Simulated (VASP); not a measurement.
# MoS3 (P4/mbm) in VASP: single point with PBE

Aim: the single point of MoS3 with PBE.

All numbers are computed with VASP 6.6.1; they aren't measurements. Logs are shortened: lines on timing, memory, paths and dates and some standing lists are left out, and cuts for length are marked.

## (1) The cell of the first run

It takes space group P4/mbm (No. 127, tetragonal). Conventional cell: a = 5.195 Å, b = 5.195 Å, c = 4.889 Å, α = 90.00°, β = 90.00°, γ = 90.00°. Mo (site symmetry mmm) has 8 S at 2.60 to 2.65 Å within 3.4 Å. S (site symmetry m2m) has 1 S at 2.05 Å and 2 Mo at 2.65 Å within 2.7 Å. S (site symmetry 4/m) has 4 Mo at 2.60 Å and 8 S at 3.16 Å within 3.4 Å.

The cell was built from a structure type or drawn by symmetry, and may not be a known phase.

## (2) Single point, PBE, collinear spin

File INCAR:

```
SYSTEM = MoS3
PREC = Accurate ; ENCUT = 520
EDIFF = 1E-7 ; ISMEAR = 0
SIGMA = 0.1 ; LREAL = .False.
LASPH = .True. ; NELM = 150
ALGO = Normal ; ISIF = 2
LWAVE = .False. ; LCHARG = .True.
ISPIN = 2 ; MAGMOM = 1 1 0 0 0 0 0 0
LORBIT = 11 ; LMAXMIX = 4
GGA = PE ; LELF = .True.
LVHAR = .True. ; NBANDS = 46
```

File KPOINTS:

```
regular mesh
0
Gamma
  4 4 4
  0 0 0
```

File POSCAR:

```
MoS3
1.0
    5.1952465106      0.0000000000      0.0000000000
    0.0000000000      5.1952465106      0.0000000000
    0.0000000000      0.0000000000      4.8886496150
Mo S
2 6
Direct
    0.0000000000      0.5000000000      0.5000000000
    0.5000000000      0.0000000000      0.5000000000
    0.8604900279      0.3604900279      0.0000000000
    0.1395099721      0.6395099721      0.0000000000
    0.3604900279      0.1395099721      0.0000000000
    0.6395099721      0.8604900279      0.0000000000
    0.5000000000      0.5000000000      0.5000000000
    0.0000000000      0.0000000000      0.5000000000
```

Potentials or basis: VASP PAW PBE potentials, release 64 (Mo_sv, S).

Started as:

```console
$ cat potpaw_PBE.64/Mo_sv/POTCAR potpaw_PBE.64/S/POTCAR > POTCAR
$ mpirun -np 1 vasp_std > vasp.out
```

OUTCAR:

```text
SYSTEM = MoS3
   PREC = Accurate
   ENCUT = 520
   EDIFF = 1E-7
   ISMEAR = 0
   LREAL = .False.
   LASPH = .True.
   NELM = 150
   ISIF = 2
   ISPIN = 2
   LORBIT = 11
   GGA = PE

 ion  position               nearest neighbor table
   1  0.000  0.500  0.500-   7 2.60   8 2.60   8 2.60   7 2.60   3 2.65   4 2.65   3 2.65   4 2.65

   2  0.500  0.000  0.500-   7 2.60   8 2.60   7 2.60   8 2.60   5 2.65   6 2.65   5 2.65   6 2.65

   3  0.860  0.360  0.000-   4 2.05   1 2.65   1 2.65
   4  0.140  0.640  0.000-   3 2.05   1 2.65   1 2.65
   5  0.360  0.140  0.000-   6 2.05   2 2.65   2 2.65
   6  0.640  0.860  0.000-   5 2.05   2 2.65   2 2.65
   7  0.500  0.500  0.500-   1 2.60   2 2.60   2 2.60   1 2.60
   8  0.000  0.000  0.500-   1 2.60   2 2.60   1 2.60   2 2.60

  LATTYP: Found a simple tetragonal cell.
 ALAT       =     5.1952465106
 C/A-ratio  =     0.9409851111

  Lattice vectors:

 A1 = (   5.1952465106,   0.0000000000,   0.0000000000)
 A2 = (   0.0000000000,   5.1952465106,   0.0000000000)
 A3 = (   0.0000000000,   0.0000000000,   4.8886496150)

Analysis of symmetry for initial positions (statically):
=====================================================================
 Subroutine PRICEL returns:
 Original cell was already a primitive cell.

 Routine SETGRP: Setting up the symmetry group for a
 simple tetragonal supercell.

 Subroutine GETGRP returns: Found 16 space group operations
 (whereof  8 operations were pure point group operations)
 out of a pool of 16 trial point group operations.

The static configuration has the point symmetry C_4h.
 The point group associated with its full space group is D_4h.

Analysis of symmetry for dynamics (positions and initial velocities):
=====================================================================
 Subroutine PRICEL returns:
 Original cell was already a primitive cell.

 Routine SETGRP: Setting up the symmetry group for a
 simple tetragonal supercell.

 Subroutine GETGRP returns: Found 16 space group operations
 (whereof  8 operations were pure point group operations)
 out of a pool of 16 trial point group operations.

The dynamic configuration has the point symmetry C_4h.
 The point group associated with its full space group is D_4h.

Analysis of structural, dynamic, and magnetic symmetry:
=====================================================================
 Subroutine PRICEL returns:
 Original cell was already a primitive cell.

 Routine SETGRP: Setting up the symmetry group for a
 simple tetragonal supercell.

 Subroutine GETGRP returns: Found 16 space group operations
 (whereof  8 operations were pure point group operations)
 out of a pool of 16 trial point group operations.

The overall configuration has the point symmetry C_4h.
 The point group associated with its full space group is D_4h.

 Subroutine INISYM returns: Found 16 space group operations
 (whereof  8 operations are pure point group operations),
 and found     1 'primitive' translations

----------------------------------------------------------------------------------------

                                     Primitive cell

  volume of cell :     131.9475

  direct lattice vectors                    reciprocal lattice vectors
     5.195246511  0.000000000  0.000000000     0.192483648  0.000000000  0.000000000
     0.000000000  5.195246511  0.000000000     0.000000000  0.192483648  0.000000000
     0.000000000  0.000000000  4.888649615     0.000000000  0.000000000  0.204555466

  length of vectors
     5.195246511  5.195246511  4.888649615     0.192483648  0.192483648  0.204555466

  position of ions in fractional coordinates (direct lattice)
     0.000000000  0.500000000  0.500000000
     0.500000000  0.000000000  0.500000000
     0.860490028  0.360490028  0.000000000
     0.139509972  0.639509972  0.000000000
     0.360490028  0.139509972  0.000000000
     0.639509972  0.860490028  0.000000000
     0.500000000  0.500000000  0.500000000
     0.000000000  0.000000000  0.500000000

  ion indices of the primitive-cell ions
   primitive index   ion index
                 1           1
                 2           2
                 3           3
                 4           4
                 5           5
                 6           6
                 7           7
                 8           8

----------------------------------------------------------------------------------------

 KPOINTS: regular mesh

Automatic generation of k-mesh.
 Grid dimensions read from file:
 generate k-points for:    4    4    4

 Generating k-lattice:

  Cartesian coordinates                     Fractional coordinates (reciprocal lattice)
     0.048120912  0.000000000  0.000000000     0.250000000  0.000000000  0.000000000
     0.000000000  0.048120912  0.000000000     0.000000000  0.250000000  0.000000000
     0.000000000  0.000000000  0.051138866     0.000000000  0.000000000  0.250000000

  Length of vectors
     0.048120912  0.048120912  0.051138866

  Shift w.r.t. Gamma in fractional coordinates (k-lattice)
     0.000000000  0.000000000  0.000000000

 Subroutine IBZKPT returns following result:
 ===========================================

 Found     18 irreducible k-points:

 Following reciprocal coordinates:
            Coordinates               Weight
  0.000000  0.000000  0.000000      1.000000
  0.250000  0.000000  0.000000      4.000000
  0.500000  0.000000  0.000000      2.000000
  0.250000  0.250000  0.000000      4.000000
  0.500000  0.250000  0.000000      4.000000
  0.500000  0.500000  0.000000      1.000000
[... 10 lines left out ...]
  0.500000  0.250000  0.500000      4.000000
  0.500000  0.500000  0.500000      1.000000
   k-points           NKPTS =     18   k-points in BZ     NKDIM =     18   number of bands    NBANDS=     46
   number of dos      NEDOS =    301   number of ions     NIONS =      8
   total plane-waves  NPLWV =  57600
   dimension x,y,z NGX =    40 NGY =   40 NGZ =   36
   dimension x,y,z NGXF=    80 NGYF=   80 NGZF=   72
   ions per type =               2   6
   NGX,Y,Z   is equivalent  to a cutoff of  12.80, 12.80, 12.24 a.u.
   NGXF,Y,Z  is equivalent  to a cutoff of  25.60, 25.60, 24.48 a.u.
 SYSTEM =  MoS3
   PREC   = accura    normal or accurate (medium, high low for compatibility)
   ISTART =      0    job   : 0-new  1-cont  2-samecut
   ICHARG =      2    charge: 1-file 2-atom 10-const
   ISPIN  =      2    spin polarized calculation?
   LNONCOLLINEAR =      F non collinear calculations
   LSORBIT =      F    spin-orbit coupling
   LASPH  =      T    aspherical Exc in radial PAW
   ENCUT  =  520.0 eV  38.22 Ry    6.18 a.u.   9.66  9.66  9.09*2*pi/ulx,y,z
   NELM   =    150;   NELMIN=  2; NELMDL= -5     # of ELM steps
   EDIFF  = 0.1E-06   stopping-criterion for ELM
   LREAL  =      F    real-space projection
   EDIFFG = 0.1E-05   stopping-criterion for IOM
   NSW    =      0    number of steps for IOM
   IBRION =     -1    ionic relax: 0-MD 1-quasi-New 2-CG
   NFREE  =      0    steps in history (QN), initial steepest desc. (CG)
   ISIF   =      2    stress and relaxation
   ISYM   =      2    0-nonsym 1-usesym 2-fastsym
   POTIM  = 0.5000    time-step for ionic-motion
   TEBEG  =    0.0;   TEEND  =   0.0 temperature during run
   PSTRESS=    0.0 pullay stress
   NELECT =      64.0000    total number of electrons
   NUPDOWN=      -1.0000    fix difference up-down
   EMIN   =  10.00;   EMAX   =-10.00  energy-range for DOS
   EFERMI =   0.00;   METHOD = LEGACY
   ISMEAR =     0;   SIGMA  =   0.10  broadening in eV -4-tet -1-fermi 0-gaus
   EFERMI_NEDOS =   21; number of points for ismear=-14 and -15
   IALGO  =     38    algorithm
   IMIX   =      4    mixing-type and parameters
     AMIX     =   0.40;   BMIX     =  1.00
     AMIX_MAG =   1.60;   BMIX_MAG =  1.00
  volume/ion in A,a.u.               =      16.49       111.30
  Fermi-wavevector in a.u.,A,eV,Ry     =   1.286277  2.430711 22.510946  1.654508
  Thomas-Fermi vector in A             =   2.418361
   LORBIT       =     11    0 simple, 1 ext, 2 COOP (PROOUT), +10 PAW based schemes
   GGA     = PE    functional components
   LHFCALC =     F    Hartree Fock is set to
   AEXX    =    0.0000 exact exchange contribution
   IVDW    =     0    specifies the selected vdW correction
   LEPSILON=     F    determine dielectric tensor
   LRPA    =     F    only Hartree local field effects (RPA)
 spin polarized calculation
 Gauss-broadening in eV      SIGMA  =   0.10
  energy-cutoff  :      520.00
  volume of cell :      131.95
 maximum number of plane-waves:      3591
 NGX is ok and might be reduce to    40
   NGX = 19   NGY = 19   NGZ = 19

 number of electron      63.9999993 magnetization       3.1993405

 Free energy of the ion-electron system (eV)
  ---------------------------------------------------
  ext. energy  EPLUGINS =         0.00000000
  ---------------------------------------------------
  free energy    TOTEN  =       -43.88721803 eV

  energy without entropy =      -43.86582510  energy(sigma->0) =      -43.87652157

 E-fermi :   8.5813     XC(G=0): -11.3221

 val. band max:        8.5757083588   @ k =   0.5000   0.5000   0.2500
 cond. band min:       8.6065931588   @ k =   0.2500   0.2500   0.5000
 fundamental gap:      0.0308848001
 Fermi energy:         8.5812613975

 spin component 1

 k-point     1 :       0.0000    0.0000    0.0000
  band No.  band energies     occupation
      1     -53.4111      1.00000
      2     -53.4063      1.00000
      3     -27.6343      1.00000
      4     -27.6254      1.00000
      5     -27.5271      1.00000
      6     -27.5271      1.00000
[... 36 lines left out ...]
     43      12.8556      0.00000
     44      12.8556      0.00000
[... 757 lines left out ...]
      3     -27.6353      1.00000
      4     -27.6353      1.00000
      5     -27.5350      1.00000
      6     -27.5350      1.00000
[... 36 lines left out ...]
     43      13.9466      0.00000
     44      13.9466      0.00000
 Fermi energy:         8.5812613975

 spin component 2

 k-point     1 :       0.0000    0.0000    0.0000
  band No.  band energies     occupation
      1     -52.4674      1.00000
      2     -52.4625      1.00000
      3     -26.6528      1.00000
      4     -26.6435      1.00000
      5     -26.5186      1.00000
      6     -26.5186      1.00000
[... 36 lines left out ...]
     43      12.8580      0.00000
     44      12.8580      0.00000
[... 757 lines left out ...]
      3     -26.6544      1.00000
      4     -26.6544      1.00000
      5     -26.5232      1.00000
      6     -26.5232      1.00000
[... 36 lines left out ...]
     43      14.2824      0.00000
     44      14.2824      0.00000
 [bands above 44 left out]

------------------------ aborting loop because EDIFF is reached ----------------------------------------

  FORCE on cell =-STRESS in cart. coord.  units (eV):
  Direction    XX          YY          ZZ          XY          YZ          ZX
  --------------------------------------------------------------------------------------
  -------------------------------------------------------------------------------------
  Total       -0.2567198     -0.2567198     -0.1170310      0.0000000      0.0000000      0.0000000
  in kB       -3.1172287     -3.1172287     -1.4210525      0.0000000      0.0000000      0.0000000
  external PRESSURE =      -2.5518366 kB  Pullay stress =       0.0000000 kB

 VOLUME and BASIS-vectors are now :
 -----------------------------------------------------------------------------
  energy-cutoff  :      520.00
  volume of cell :      131.95
      direct lattice vectors                 reciprocal lattice vectors
     5.195246511  0.000000000  0.000000000     0.192483648  0.000000000  0.000000000
     0.000000000  5.195246511  0.000000000     0.000000000  0.192483648  0.000000000
     0.000000000  0.000000000  4.888649615     0.000000000  0.000000000  0.204555466

 POSITION                                       TOTAL-FORCE (eV/Angst)
 -----------------------------------------------------------------------------------
      0.00000      2.59762      2.44432         0.000000      0.000000     -0.000000
      2.59762      0.00000      2.44432         0.000000      0.000000     -0.000000
      4.47046      1.87283      0.00000         0.102933      0.102933     -0.000000
      0.72479      3.32241      0.00000        -0.102933     -0.102933     -0.000000
      1.87283      0.72479      0.00000         0.102933     -0.102933      0.000000
      3.32241      4.47046      0.00000        -0.102933      0.102933     -0.000000
      2.59762      2.59762      2.44432         0.000000      0.000000     -0.000000
      0.00000      0.00000      2.44432         0.000000      0.000000     -0.000000
 -----------------------------------------------------------------------------------
    total drift:                                0.000000      0.000000     -0.000000

  FREE ENERGIE OF THE ION-ELECTRON SYSTEM (eV)
  ---------------------------------------------------
  free  energy   TOTEN  =       -43.8872180347 eV

  energy  without entropy=      -43.8658251029  energy(sigma->0) =      -43.87652157

 total charge

# of ion       s       p       d       tot
------------------------------------------
    1        2.201   6.098   3.837  12.136
    2        2.201   6.098   3.837  12.136
    3        1.400   2.219   0.000   3.618
    4        1.400   2.219   0.000   3.618
    5        1.400   2.219   0.000   3.618
    6        1.400   2.219   0.000   3.618
    7        1.340   2.327   0.000   3.667
    8        1.340   2.327   0.000   3.667
--------------------------------------------------
tot         12.679  25.724   7.675  46.078

 magnetization (x)

# of ion       s       p       d       tot
------------------------------------------
    1        0.020   0.011   1.393   1.424
    2        0.020   0.011   1.393   1.424
    3        0.001  -0.016   0.000  -0.015
    4        0.001  -0.016   0.000  -0.015
    5        0.001  -0.016   0.000  -0.015
    6        0.001  -0.016   0.000  -0.015
    7        0.006   0.013   0.000   0.019
    8        0.006   0.013   0.000   0.019
--------------------------------------------------
tot          0.057  -0.015   2.785   2.827
```

Run time: 3.3 min. Hardware: 1 thread of Intel Xeon Platinum 8488C (Sapphire Rapids), shared host; peak memory 0.35 GiB.

Results:

| Item | Value |
| --- | --- |
| Free energy | -43.8872 eV |
| Pressure | -0.3 GPa |
| Largest force | 0.146 eV/Å |
| Net moment | 3.20 μB per cell |
| Site moments | Mo +1.42; S -0.01, +0.02 (each value once) μB |
| Valence electrons inside the program's atomic spheres | Mo 12.14; S 3.62, 3.67 (each value once) |

Forces on the atoms (eV/Å):
```
Mo   0.000  0.000  0.000
Mo   0.000  0.000  0.000
S    0.103  0.103  0.000
S   -0.103 -0.103  0.000
S    0.103 -0.103  0.000
S   -0.103  0.103  0.000
S    0.000  0.000  0.000
S    0.000  0.000  0.000
```
